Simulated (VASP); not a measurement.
# Se (P6_3/mmc) in VASP: further runs

Runs on Se. Level: PBEsol. Tasks: single point.

All numbers are computed with VASP 6.6.1; they aren't measurements. Logs are shortened: lines on timing, memory, paths and dates and some standing lists are left out, and cuts for length are marked.

## Step 1: The cell of the first run

The structure is hexagonal, space group P6_3/mmc (No. 194). The conventional cell has a = 3.561 Å, b = 3.561 Å, c = 3.829 Å, α = 90.00°, β = 90.00°, γ = 120.00°. Within 3.7 Å of Se (site symmetry -6m2) lie 12 Se at 2.81 to 3.56 Å.

## Step 2: Single point, PBEsol

INCAR reads:

```
  PREC = Accurate
  ENCUT = 520
  EDIFF = 1E-7
  ISMEAR = -1
  SIGMA = 0.1
  LREAL = F
  LASPH = T
  NELM = 60
  ALGO = Normal
  ISIF = 2
  LWAVE = F
  LCHARG = F
  GGA = PS
  NBANDS = 13
```

KPOINTS reads:

```
regular mesh
0
Gamma
  12 12 6
```

POSCAR reads:

```
Se
1.0
    3.5606106749      0.0000000000      0.0000000000
   -1.7803053375      3.0835792974      0.0000000000
    0.0000000000      0.0000000000      3.8294961084
Se
2
Direct
    0.3333333333      0.6666666667      0.2500000000
    0.6666666667      0.3333333333      0.7500000000
```

Potentials or basis: VASP PAW PBE potentials, release 64 (Se).

On the command line:

```sh
cat potpaw_PBE.64/Se/POTCAR > POTCAR
mpirun -np 1 vasp_std > vasp.out
```

OUTCAR:

```text
PREC = Accurate
   ENCUT = 520
   EDIFF = 1E-7
   ISMEAR = -1
   LREAL = F
   LASPH = T
   NELM = 60
   ISIF = 2
   GGA = PS

 ion  position               nearest neighbor table
   1  0.333  0.667  0.250-
   2  0.667  0.333  0.750-

  LATTYP: Found a hexagonal cell.
 ALAT       =     3.5606106749
 C/A-ratio  =     1.0755166622

  Lattice vectors:

 A1 = (   3.5606106749,   0.0000000000,   0.0000000000)
 A2 = (  -1.7803053375,   3.0835792974,   0.0000000000)
 A3 = (   0.0000000000,   0.0000000000,   3.8294961084)

Analysis of symmetry for initial positions (statically):
=====================================================================
 Subroutine PRICEL returns:
 Original cell was already a primitive cell.

 Routine SETGRP: Setting up the symmetry group for a
 hexagonal supercell.

 Subroutine GETGRP returns: Found 24 space group operations
 (whereof 12 operations were pure point group operations)
 out of a pool of 24 trial point group operations.

The static configuration has the point symmetry D_3d.
 The point group associated with its full space group is D_6h.

Analysis of symmetry for dynamics (positions and initial velocities):
=====================================================================
 Subroutine PRICEL returns:
 Original cell was already a primitive cell.

 Routine SETGRP: Setting up the symmetry group for a
 hexagonal supercell.

 Subroutine GETGRP returns: Found 24 space group operations
 (whereof 12 operations were pure point group operations)
 out of a pool of 24 trial point group operations.

The dynamic configuration has the point symmetry D_3d.
 The point group associated with its full space group is D_6h.

 Subroutine INISYM returns: Found 24 space group operations
 (whereof 12 operations are pure point group operations),
 and found     1 'primitive' translations

----------------------------------------------------------------------------------------

                                     Primitive cell

  volume of cell :      42.0457

  direct lattice vectors                    reciprocal lattice vectors
     3.560610675  0.000000000  0.000000000     0.280850700  0.162149227  0.000000000
    -1.780305337  3.083579297  0.000000000     0.000000000  0.324298454  0.000000000
     0.000000000  0.000000000  3.829496108     0.000000000  0.000000000  0.261130961

[... 83 lines left out ...]
   EDIFF  = 0.1E-06   stopping-criterion for ELM
   LREAL  =      F    real-space projection
   EDIFFG = 0.1E-05   stopping-criterion for IOM
   NSW    =      0    number of steps for IOM
   IBRION =     -1    ionic relax: 0-MD 1-quasi-New 2-CG
   NFREE  =      0    steps in history (QN), initial steepest desc. (CG)
   ISIF   =      2    stress and relaxation
   ISYM   =      2    0-nonsym 1-usesym 2-fastsym
   POTIM  = 0.5000    time-step for ionic-motion
   TEBEG  =    0.0;   TEEND  =   0.0 temperature during run
   PSTRESS=    0.0 pullay stress
   NELECT =      12.0000    total number of electrons
   NUPDOWN=      -1.0000    fix difference up-down
   EMIN   =  10.00;   EMAX   =-10.00  energy-range for DOS
   EFERMI =   0.00;   METHOD = LEGACY
   ISMEAR =    -1;   SIGMA  =   0.10  broadening in eV -4-tet -1-fermi 0-gaus
   EFERMI_NEDOS =   21; number of points for ismear=-14 and -15
   IALGO  =     38    algorithm
   IMIX   =      4    mixing-type and parameters
     AMIX     =   0.40;   BMIX     =  1.00
     AMIX_MAG =   1.60;   BMIX_MAG =  1.00
  volume/ion in A,a.u.               =      21.02       141.87
  Fermi-wavevector in a.u.,A,eV,Ry     =   1.077858  2.036856 15.806944  1.161778
  Thomas-Fermi vector in A             =   2.213781
   LORBIT       =      0    0 simple, 1 ext, 2 COOP (PROOUT), +10 PAW based schemes
   GGA     = PS    functional components
   LHFCALC =     F    Hartree Fock is set to
   AEXX    =    0.0000 exact exchange contribution
   IVDW    =     0    specifies the selected vdW correction
   LEPSILON=     F    determine dielectric tensor
   LRPA    =     F    only Hartree local field effects (RPA)
 non-spin polarized calculation
  energy-cutoff  :      520.00
  volume of cell :       42.05
 maximum number of plane-waves:      1166
 NGX is ok and might be reduce to    28
   NGX = 13   NGY = 13   NGZ = 15

 number of electron      12.0000002 magnetization

 Free energy of the ion-electron system (eV)
  ---------------------------------------------------
  ext. energy  EPLUGINS =         0.00000000
  ---------------------------------------------------
  free energy    TOTEN  =        -7.16300993 eV

  energy without entropy =       -7.12169523  energy(sigma->0) =       -7.14235258

 E-fermi :   5.2143     XC(G=0): -10.4567

 val. band max:        5.2047263379   @ k =   0.3333   0.3333   0.1667
 cond. band min:       5.2258563317   @ k =   0.3333   0.2500   0.1667
 fundamental gap:      0.0211299938
 Fermi energy:         5.2142595304

 k-point     1 :       0.0000    0.0000    0.0000
  band No.  band energies     occupation
      1     -11.1766      2.00000
      2      -4.9029      2.00000
      3      -0.0332      2.00000
      4       3.0542      2.00000
      5       3.0542      2.00000
      6       6.2225      0.00008
      7       6.2225      0.00008
      8       8.9681      0.00000
      9       9.2392      0.00000
     10      12.5739      0.00000
     11      15.3073      0.00000
     12      15.3073      0.00000
     13      17.0949      0.00000
[... 354 lines left out ...]
  band No.  band energies     occupation
      1      -9.7103      2.00000
      2      -6.4646      2.00000
      3      -0.4047      2.00000
      4       1.8938      2.00000
      5       2.5657      2.00000
      6       3.6748      2.00000
      7       6.7928      0.00000
      8       6.9231      0.00000
      9      10.6633      0.00000
     10      13.9635      0.00000
     11      15.1090      0.00000
     12      15.3845      0.00000
     13      18.5153      0.00000

 [... further k-points ...]
[... 5 lines left out ...]
  --------------------------------------------------------------------------------------
  -------------------------------------------------------------------------------------
  Total        0.0212916      0.0212916      0.0361753     -0.0000000      0.0000000      0.0000000
  in kB        0.8113298      0.8113298      1.3784841     -0.0000000      0.0000000      0.0000000
  external PRESSURE =       1.0003812 kB  Pullay stress =       0.0000000 kB

 VOLUME and BASIS-vectors are now :
 -----------------------------------------------------------------------------
  energy-cutoff  :      520.00
  volume of cell :       42.05
      direct lattice vectors                 reciprocal lattice vectors
     3.560610675  0.000000000  0.000000000     0.280850700  0.162149227  0.000000000
    -1.780305337  3.083579297  0.000000000     0.000000000  0.324298454  0.000000000
     0.000000000  0.000000000  3.829496108     0.000000000  0.000000000  0.261130961

 POSITION                                       TOTAL-FORCE (eV/Angst)
 -----------------------------------------------------------------------------------
     -0.00000      2.05572      0.95737        -0.000000      0.000000      0.000000
      1.78031      1.02786      2.87212         0.000000     -0.000000      0.000000
 -----------------------------------------------------------------------------------
    total drift:                               -0.000000      0.000000     -0.000000

  FREE ENERGIE OF THE ION-ELECTRON SYSTEM (eV)
  ---------------------------------------------------
  free  energy   TOTEN  =        -7.1630099278 eV

  energy  without entropy=       -7.1216952280  energy(sigma->0) =       -7.14235258
```

OSZICAR:

```text
N       E                     dE             d eps       ncg     rms          rms(c)
DAV:   1     0.468674169570E+02    0.46867E+02   -0.51703E+03  1976   0.789E+02
DAV:   2    -0.464603725608E+01   -0.51513E+02   -0.49208E+02  2743   0.135E+02
DAV:   3    -0.715400323396E+01   -0.25080E+01   -0.24831E+01  2536   0.312E+01
DAV:   4    -0.716617036624E+01   -0.12167E-01   -0.12164E-01  2256   0.258E+00
DAV:   5    -0.716621639271E+01   -0.46026E-04   -0.46027E-04  2599   0.159E-01    0.536E+00
DAV:   6    -0.716376404386E+01    0.24523E-02   -0.25214E-03  2211   0.301E-01    0.319E+00
DAV:   7    -0.716303101573E+01    0.73303E-03   -0.46765E-03  2366   0.420E-01    0.717E-02
DAV:   8    -0.716300865438E+01    0.22361E-04   -0.17550E-04  2311   0.790E-02    0.124E-02
DAV:   9    -0.716301011725E+01   -0.14629E-05   -0.45084E-06  2581   0.127E-02    0.467E-03
DAV:  10    -0.716300996013E+01    0.15712E-06   -0.60048E-07  2331   0.438E-03    0.122E-03
DAV:  11    -0.716300992776E+01    0.32361E-07   -0.51367E-08  1548   0.138E-03
   1 F= -.71630099E+01 E0= -.71423526E+01  d E =-.413147E-01
```

stdout:

```text
POSCAR found type information on POSCAR Se
 POSCAR found :  1 types and       2 ions
 scaLAPACK will be used
 -----------------------------------------------------------------------------
|                                                                             |
|                                                                             |
|     You enforced a specific xc type in the INCAR file but a different       |
|     I HOPE YOU KNOW WHAT YOU ARE DOING!                                     |
|                                                                             |
 -----------------------------------------------------------------------------

 LDA part: xc-table for (Slater+PW92), standard interpolation
 POSCAR, INCAR and KPOINTS ok, starting setup
 FFT: planning ... GRIDC
 FFT: planning ... GRID_SOFT
 FFT: planning ... GRID
 WAVECAR not read
 entering main loop
```

Run time: 17 s. Hardware: 1 thread of AMD EPYC 9R45 (Zen 5), shared host; peak memory 0.14 GiB.

Results:

```yaml
Free_energy: -7.1630 eV
Pressure: 0.1 GPa
Band_gap_on_the_k_mesh: zero (band 6 reaches 6.22 eV, above the bottom of band 7 at 3.54 eV)
```

Caveat: the PAW data sets were made with another functional, which shifts forces and pressure a little.

## Step 3: Single point, PBEsol (volume scaled by 0.88)

INCAR reads:

```
SYSTEM = Se
  PREC = Accurate
  ENCUT = 520
  EDIFF = 1E-6
  ISMEAR = -1
  SIGMA = 0.1
  LREAL = .False.
  LASPH = .True.
  NELM = 60
  ALGO = Normal
  ISIF = 2
  LWAVE = .False.
  LCHARG = .False.
  GGA = PS
  NBANDS = 13
```

KPOINTS reads:

```
Automatic mesh
0
Gamma
  12 12 9
  0 0 0
```

POSCAR reads:

```
Se
1.0
    3.4120761382      0.0000000000      0.0000000000
   -1.7060380691      2.9549446153      0.0000000000
    0.0000000000      0.0000000000      3.6697447392
Se
2
Direct
    0.3333333333      0.6666666667      0.2500000000
    0.6666666667      0.3333333333      0.7500000000
```

Potentials or basis: VASP PAW PBE potentials, release 64 (Se).

On the command line:

```sh
cat potpaw_PBE.64/Se/POTCAR > POTCAR
mpirun -np 1 vasp_std > vasp.out
```

Wall time 19 s (1 thread of AMD EPYC 9R45 (Zen 5), shared host); peak memory 0.15 GiB.

Results (log left out):

| Quantity | Value |
| --- | --- |
| Free energy | -6.9901 eV |
| Pressure | 13.1 GPa |
| Band gap on the k mesh | zero (band 6 reaches 7.97 eV, above the bottom of band 7 at 5.19 eV) |

Stress tensor (GPa, compression positive):
```
10.99  0.00  0.00
 0.00 10.99  0.00
 0.00  0.00 17.44
```

Levels at points of the mesh, in eV from the Fermi level:
| k point | band 2 | band 3 | band 4 | band 5 | band 6 | band 7 | band 8 | band 9 | band 10 | band 11 |
| --- | --- | --- | --- | --- | --- | --- | --- | --- | --- | --- |
| (0.00, 0.00, 0.00) | -9.84 | -6.12 | -2.52 | -2.52 | 1.06 | 1.06 | 3.45 | 4.49 | 7.56 | 10.32 |
| (0.50, 0.00, 0.00) | -13.07 | -4.83 | -4.56 | -3.53 | -1.03 | -0.99 | 2.92 | 3.19 | 9.70 | 9.79 |

Caveat: the PAW data sets were made with another functional, which shifts forces and pressure a little.
